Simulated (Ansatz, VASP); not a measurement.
TiO2: VASP beside Ansatz

```xyz
6
Lattice="-2.0019 2.0019 4.4450 2.0019 -2.0019 4.4450 2.0019 2.0019 -4.4450" Properties=species:S:1:pos:R:3 pbc="T T T"
Ti    0.0000    0.0000    0.0000
Ti    0.0000    2.0019    2.2225
O     0.0000    0.0000    1.6881
O     0.0000    2.0019    3.9106
O     0.0000    2.0019    0.5344
O     0.0000    0.0000    7.2019
```

Alike in both runs: task single point; functional PBE; k mesh 8 × 8 × 8; occupations gaussian, width 0.05 eV; no spin polarisation; Hubbard terms Ti d U = 4.0 eV.

```csv
,VASP,Ansatz
version,VASP 6.6.1,Ansatz 0.2.0
potentials or method,"VASP PAW PBE potentials, release 64 (Ti_sv, O), cutoff 520 eV","scalar-relativistic, plane waves, PAW"
valence electrons in the cell,48,48
```

VASP gave:

- gap on the k mesh at the Fermi level (eV): 2.97
- least direct gap on the mesh (eV): 2.97
- rms of the force components (eV/Å): 4.038

Question: What did Ansatz give for the same quantities?

Answer: gap on the k mesh at the Fermi level (eV): 3.11; least direct gap on the mesh (eV): 3.11; rms of the force components (eV/Å): 3.784.

The programs project onto different local orbitals, so the same U acts differently, and such runs can settle in different states. Atom by atom the forces differ by 0.254 eV/Å (rms over components).
